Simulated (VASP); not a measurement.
# Ta4C3 (R3m) in VASP: a series of runs

Runs on Ta4C3. Level: PBEsol. Tasks: single point.

Program: VASP 6.6.1. These are calculated values, not measurements. Logs are shortened: lines on timing, memory, paths and dates and some standing lists are left out, and cuts for length are marked.

## 1. The cell of the first run

The structure is trigonal, space group R3m (No. 160). Conventional cell: a = 3.103 Å, b = 3.103 Å, c = 30.494 Å, α = 90.00°, β = 90.00°, γ = 120.00°. Within 3.2 Å of Ta (site symmetry 3m) lie 6 C at 2.24 to 2.25 Å and 12 Ta at 3.05 to 3.10 Å. Ta (site symmetry 3m) has 3 C at 2.14 Å within 2.8 Å. Within 2.9 Å of Ta (site symmetry 3m) lie 3 C at 2.17 Å. Within 2.8 Å of Ta (site symmetry 3m) lie 6 C at 2.11 to 2.32 Å. C (site symmetry 3m) has 6 Ta at 2.17 to 2.32 Å within 2.9 Å. C (site symmetry 3m) has 6 Ta at 2.14 to 2.24 Å and 1 C at 2.70 Å within 2.8 Å. C (site symmetry 3m) has 6 Ta at 2.11 to 2.25 Å and 1 C at 2.70 Å within 2.8 Å.

## 2. Single point, PBEsol (atom 4 (Ta) moved -0.200 Å along Cartesian [0 0 1])

File INCAR:

```
SYSTEM = Ta4C3
PREC = Accurate
ENCUT = 520
EDIFF = 1E-6
ISMEAR = 0
SIGMA = 0.15
LREAL = .False.
LASPH = .True.
NELM = 100
ALGO = Normal
ISIF = 2
LWAVE = .False.
LCHARG = .False.
GGA = PS
NBANDS = 37
```

File KPOINTS:

```
Automatic mesh
0
Gamma
  12 12 12
  0 0 0
```

File POSCAR:

```
Ta4C3
1.0
    1.5516367303      0.8958378839     10.1645109695
   -1.5516367303      0.8958378839     10.1645109695
    0.0000000000     -1.7916757678     10.1645109695
Ta C
4 3
Direct
    0.3733722057      0.3733722057      0.3733722057
    0.6244615989      0.6244615989      0.6244615989
    0.2096180968      0.2096180968      0.2096180968
    0.7878386708      0.7878386708      0.7878386708
    0.5025935066      0.5025935066      0.5025935066
    0.9960170748      0.9960170748      0.9960170748
    0.0845400886      0.0845400886      0.0845400886
```

Potentials or basis: VASP PAW PBE potentials, release 64 (Ta_pv, C).

Launch:

```bash
> cat potpaw_PBE.64/Ta_pv/POTCAR potpaw_PBE.64/C/POTCAR > POTCAR
> mpirun -np 1 vasp_std > vasp.out
```

OUTCAR:

```text
SYSTEM = Ta4C3
   PREC = Accurate
   ENCUT = 520
   EDIFF = 1E-6
   ISMEAR = 0
   LREAL = .False.
   LASPH = .True.
   NELM = 100
   ISIF = 2
   GGA = PS

 ion  position               nearest neighbor table
   1  0.373  0.373  0.373-   6 2.24   6 2.24   6 2.24   7 2.25   7 2.25   7 2.25   4 3.05   4 3.05
                             4 3.05   2 3.08   2 3.08   2 3.08
   2  0.624  0.624  0.624-   6 2.14   6 2.14   6 2.14   3 3.06   3 3.06   3 3.06   1 3.08   1 3.08
                             1 3.08
   3  0.210  0.210  0.210-   5 2.17   5 2.17   5 2.17   2 3.06   2 3.06   2 3.06   4 3.24   4 3.24
                             4 3.24
   4  0.788  0.788  0.788-   7 2.11   7 2.11   7 2.11   5 2.32   5 2.32   5 2.32   1 3.05   1 3.05
                             1 3.05   3 3.24   3 3.24   3 3.24
   5  0.503  0.503  0.503-   3 2.17   3 2.17   3 2.17   4 2.32   4 2.32   4 2.32
   6  0.996  0.996  0.996-   2 2.14   2 2.14   2 2.14   1 2.24   1 2.24   1 2.24
   7  0.085  0.085  0.085-   4 2.11   4 2.11   4 2.11   1 2.25   1 2.25   1 2.25

  LATTYP: Found a trigonal (rhomboedric) cell.
 ALAT       =    10.3212104574
 COS(alpha) =     0.9547989179

  Lattice vectors:

 A1 = (   1.5516367303,   0.8958378839,  10.1645109695)
 A2 = (  -1.5516367303,   0.8958378839,  10.1645109695)
 A3 = (   0.0000000000,  -1.7916757678,  10.1645109695)

Analysis of symmetry for initial positions (statically):
=====================================================================
 Subroutine PRICEL returns:
 Original cell was already a primitive cell.

 Routine SETGRP: Setting up the symmetry group for a
 trigonal (rhombohedral) supercell.

 Subroutine GETGRP returns: Found  6 space group operations
 (whereof  6 operations were pure point group operations)
 out of a pool of 12 trial point group operations.

The static configuration has the point symmetry C_3v.

Analysis of symmetry for dynamics (positions and initial velocities):
=====================================================================
 Subroutine PRICEL returns:
 Original cell was already a primitive cell.

 Routine SETGRP: Setting up the symmetry group for a
 trigonal (rhombohedral) supercell.

 Subroutine GETGRP returns: Found  6 space group operations
 (whereof  6 operations were pure point group operations)
 out of a pool of 12 trial point group operations.

The dynamic configuration has the point symmetry C_3v.

 Subroutine INISYM returns: Found  6 space group operations
 (whereof  6 operations are pure point group operations),
 and found     1 'primitive' translations

----------------------------------------------------------------------------------------

                                     Primitive cell

  volume of cell :      84.7729

  direct lattice vectors                    reciprocal lattice vectors
     1.551636730  0.895837884 10.164510970     0.322240374  0.186045567  0.032793839
    -1.551636730  0.895837884 10.164510970    -0.322240374  0.186045567  0.032793839
     0.000000000 -1.791675768 10.164510970     0.000000000 -0.372091133  0.032793839

  length of vectors
    10.321210457 10.321210457 10.321210457     0.373533462  0.373533462  0.373533462

  position of ions in fractional coordinates (direct lattice)
     0.373372206  0.373372206  0.373372206
     0.624461599  0.624461599  0.624461599
     0.209618097  0.209618097  0.209618097
     0.787838671  0.787838671  0.787838671
     0.502593507  0.502593507  0.502593507
     0.996017075  0.996017075  0.996017075
     0.084540089  0.084540089  0.084540089

  ion indices of the primitive-cell ions
   primitive index   ion index
                 1           1
                 2           2
                 3           3
                 4           4
                 5           5
                 6           6
                 7           7

----------------------------------------------------------------------------------------

 KPOINTS: Automatic mesh

Automatic generation of k-mesh.
 Grid dimensions read from file:
 generate k-points for:   12   12   12

 Generating k-lattice:

  Cartesian coordinates                     Fractional coordinates (reciprocal lattice)
     0.026853364  0.015503797  0.002732820     0.083333333  0.000000000  0.000000000
    -0.026853364  0.015503797  0.002732820     0.000000000  0.083333333  0.000000000
     0.000000000 -0.031007594  0.002732820     0.000000000  0.000000000  0.083333333

  Length of vectors
     0.031127788  0.031127788  0.031127788

  Shift w.r.t. Gamma in fractional coordinates (k-lattice)
     0.000000000  0.000000000  0.000000000

 Subroutine IBZKPT returns following result:
 ===========================================

 Found    189 irreducible k-points:

 Following reciprocal coordinates:
            Coordinates               Weight
  0.000000  0.000000  0.000000      1.000000
  0.083333 -0.000000  0.000000      6.000000
  0.166667  0.000000  0.000000      6.000000
  0.250000 -0.000000  0.000000      6.000000
  0.333333 -0.000000  0.000000      6.000000
  0.416667 -0.000000  0.000000      6.000000
[... 16 lines left out ...]
  0.500000  0.166667  0.000000     12.000000
 -0.416667  0.166667 -0.000000     12.000000
 [... further k-points ...]
   k-points           NKPTS =    189   k-points in BZ     NKDIM =    189   number of bands    NBANDS=     37
   number of dos      NEDOS =    301   number of ions     NIONS =      7
   total plane-waves  NPLWV = 512000
   dimension x,y,z NGX =    80 NGY =   80 NGZ =   80
   dimension x,y,z NGXF=   160 NGYF=  160 NGZF=  160
   ions per type =               4   3
   NGX,Y,Z   is equivalent  to a cutoff of  12.89, 12.89, 12.89 a.u.
   NGXF,Y,Z  is equivalent  to a cutoff of  25.77, 25.77, 25.77 a.u.
 SYSTEM =  Ta4C3
   PREC   = accura    normal or accurate (medium, high low for compatibility)
   ISTART =      0    job   : 0-new  1-cont  2-samecut
   ICHARG =      2    charge: 1-file 2-atom 10-const
   ISPIN  =      1    spin polarized calculation?
   LNONCOLLINEAR =      F non collinear calculations
   LSORBIT =      F    spin-orbit coupling
   LASPH  =      T    aspherical Exc in radial PAW
   ENCUT  =  520.0 eV  38.22 Ry    6.18 a.u.  19.19 19.19 19.19*2*pi/ulx,y,z
   NELM   =    100;   NELMIN=  2; NELMDL= -5     # of ELM steps
   EDIFF  = 0.1E-05   stopping-criterion for ELM
   LREAL  =      F    real-space projection
[... 7 lines left out ...]
   TEBEG  =    0.0;   TEEND  =   0.0 temperature during run
   PSTRESS=    0.0 pullay stress
   NELECT =      56.0000    total number of electrons
   NUPDOWN=      -1.0000    fix difference up-down
   EMIN   =  10.00;   EMAX   =-10.00  energy-range for DOS
   EFERMI =   0.00;   METHOD = LEGACY
   ISMEAR =     0;   SIGMA  =   0.15  broadening in eV -4-tet -1-fermi 0-gaus
   EFERMI_NEDOS =   21; number of points for ismear=-14 and -15
   IALGO  =     38    algorithm
   IMIX   =      4    mixing-type and parameters
     AMIX     =   0.40;   BMIX     =  1.00
     AMIX_MAG =   1.60;   BMIX_MAG =  1.00
  volume/ion in A,a.u.               =      12.11        81.73
  Fermi-wavevector in a.u.,A,eV,Ry     =   1.425778  2.694329 27.658489  2.032842
  Thomas-Fermi vector in A             =   2.546125
   LORBIT       =      0    0 simple, 1 ext, 2 COOP (PROOUT), +10 PAW based schemes
   GGA     = PS    functional components
   LHFCALC =     F    Hartree Fock is set to
   AEXX    =    0.0000 exact exchange contribution
   IVDW    =     0    specifies the selected vdW correction
   LEPSILON=     F    determine dielectric tensor
   LRPA    =     F    only Hartree local field effects (RPA)
 non-spin polarized calculation
 Gauss-broadening in eV      SIGMA  =   0.15
  energy-cutoff  :      520.00
  volume of cell :       84.77
 maximum number of plane-waves:      2300
 NGX is ok and might be reduce to    80
   NGX = 39   NGY = 39   NGZ = 39

 number of electron      56.0000001 magnetization

 Free energy of the ion-electron system (eV)
  ---------------------------------------------------
  ext. energy  EPLUGINS =         0.00000000
  ---------------------------------------------------
  free energy    TOTEN  =       -83.12417895 eV

  energy without entropy =      -83.10374281  energy(sigma->0) =      -83.11396088

 E-fermi :   7.3419     XC(G=0): -13.1451

 val. band max:        7.3274392501   @ k =  -0.0833   0.0833   0.0000
 cond. band min:       7.3473859685   @ k =  -0.3333   0.1667   0.1667
 fundamental gap:      0.0199467185
 Fermi energy:         7.3418862534

 k-point     1 :       0.0000    0.0000    0.0000
  band No.  band energies     occupation
      1     -28.0943      2.00000
      2     -27.6142      2.00000
      3     -27.5227      2.00000
      4     -27.5227      2.00000
      5     -27.2628      2.00000
      6     -27.2628      2.00000
[... 29 lines left out ...]
     36       9.8678      0.00000
     37       9.8740      0.00000

 k-point     2 :       0.0833   -0.0000    0.0000
  band No.  band energies     occupation
      1     -28.0803      2.00000
      2     -27.6264      2.00000
      3     -27.5563      2.00000
      4     -27.5337      2.00000
      5     -27.3096      2.00000
      6     -27.2723      2.00000
[... 29 lines left out ...]
     36      10.2393      0.00000
     37      10.2956      0.00000

 k-point     3 :       0.1667    0.0000    0.0000
  band No.  band energies     occupation
      1     -28.0433      2.00000
      2     -27.7166      2.00000
      3     -27.5938      2.00000
      4     -27.5636      2.00000
      5     -27.4163      2.00000
      6     -27.2982      2.00000
[... 29 lines left out ...]
     36      10.6689      0.00000
     37      10.6734      0.00000
[... 761 lines left out ...]
 k-point    23 :       0.5000    0.1667    0.0000
  band No.  band energies     occupation
      1     -28.1220      2.00000
      2     -27.9438      2.00000
      3     -27.7940      2.00000
      4     -27.7072      2.00000
      5     -27.5916      2.00000
      6     -27.4883      2.00000
[... 29 lines left out ...]
     36      11.8588      0.00000
     37      12.2287      0.00000

 k-point    24 :      -0.4167    0.1667   -0.0000
  band No.  band energies     occupation
      1     -28.1482      2.00000
      2     -27.9562      2.00000
      3     -27.8015      2.00000
      4     -27.7142      2.00000
      5     -27.6081      2.00000
      6     -27.4964      2.00000
[... 29 lines left out ...]
     36      11.9337      0.00000
     37      12.2125      0.00000

 [... further k-points ...]
[... 5 lines left out ...]
  --------------------------------------------------------------------------------------
  -------------------------------------------------------------------------------------
  Total        1.6038842      1.6038842      0.3768313      0.0000000      0.0000000      0.0000000
  in kB       30.3128230     30.3128230      7.1219723      0.0000000      0.0000000      0.0000000
  external PRESSURE =      22.5825394 kB  Pullay stress =       0.0000000 kB

 VOLUME and BASIS-vectors are now :
 -----------------------------------------------------------------------------
  energy-cutoff  :      520.00
  volume of cell :       84.77
      direct lattice vectors                 reciprocal lattice vectors
     1.551636730  0.895837884 10.164510970     0.322240374  0.186045567  0.032793839
    -1.551636730  0.895837884 10.164510970    -0.322240374  0.186045567  0.032793839
     0.000000000 -1.791675768 10.164510970     0.000000000 -0.372091133  0.032793839

 POSITION                                       TOTAL-FORCE (eV/Angst)
 -----------------------------------------------------------------------------------
      0.00000      0.00000     11.38544         0.000000     -0.000000     -0.437805
      0.00000      0.00000     19.04204         0.000000     -0.000000     -0.401910
      0.00000      0.00000      6.39200         0.000000     -0.000000     -0.513042
      0.00000      0.00000     24.02398         0.000000     -0.000000      3.879786
      0.00000      0.00000     15.32585         0.000000      0.000000     -1.074899
      0.00000      0.00000     30.37208         0.000000     -0.000000      0.020490
      0.00000      0.00000      2.57793         0.000000      0.000000     -1.472620
 -----------------------------------------------------------------------------------
    total drift:                                0.000000      0.000000      0.000098

  FREE ENERGIE OF THE ION-ELECTRON SYSTEM (eV)
  ---------------------------------------------------
  free  energy   TOTEN  =       -83.1241789510 eV

  energy  without entropy=      -83.1037428108  energy(sigma->0) =      -83.11396088
```

Wall time 74 min (1 thread of AMD EPYC 9R45 (Zen 5), shared host); peak memory 1.2 GiB.

Results:

| Property | Result |
| --- | --- |
| Free energy | -83.1242 eV |
| Pressure | 2.3 GPa |
| Largest force | 3.880 eV/Å |
| Band gap on the k mesh | zero (bands 28 and 29 overlap by 0.37 eV) |

Forces on the atoms (eV/Å):
```
Ta   0.000  0.000 -0.438
Ta   0.000  0.000 -0.402
Ta   0.000  0.000 -0.513
Ta   0.000  0.000  3.880
C    0.000  0.000 -1.075
C    0.000  0.000  0.020
C    0.000  0.000 -1.473
```

Stress tensor (GPa, compression positive):
```
3.03 0.00 0.00
0.00 3.03 0.00
0.00 0.00 0.71
```

Caveat: the cell differs from its parent crystal (atom 4 (Ta) moved -0.200 Å along Cartesian [0 0 1]); the PAW data sets were made with another functional, which shifts forces and pressure a little; spin-orbit coupling is left out, which moves the levels of the heavy elements.

(Part 1 of 2 ends here.)
